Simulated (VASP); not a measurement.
A run of VASP 6.6.1 is set up as follows.

Contents of INCAR:

```
  PREC = Accurate
  ENCUT = 520
  EDIFF = 1E-7
  ISMEAR = -1
  SIGMA = 0.08
  LREAL = F
  LASPH = T
  NELM = 80
  ALGO = Normal
  ISIF = 2
  LWAVE = F
  LCHARG = F
  NBANDS = 13
```

Contents of KPOINTS:

```
Automatic mesh
0
Gamma
  15 15 15
```

Contents of POSCAR:

```
AlCo
1.0
    0.0000000000      2.0168308394      2.0168308394
    2.0168308394      0.0000000000      2.0168308394
    2.0168308394      2.0168308394      0.0000000000
Co Al
1 1
Direct
    0.0000000000      0.0000000000      0.0000000000
    0.5000000000      0.5000000000      0.5000000000
```

Potentials or basis: VASP PAW LDA potentials, release 64 (Co, Al).

Run with:

```bash
$ cat potpaw_LDA.64/Co/POTCAR potpaw_LDA.64/Al/POTCAR > POTCAR
$ mpirun -np 1 vasp_std > vasp.out
```

Q: What does it give for the pressure?

A: 159.2 GPa.

Q: What does it give for the band gap on the k mesh?

A: Zero (bands 6 and 7 overlap by 0.16 eV).

Caveat: the cell stands under pressure; the run has no spin polarisation, though such a crystal can be magnetic. Spin polarisation is off, so any magnetic state and its effect on volume and gap are missing.
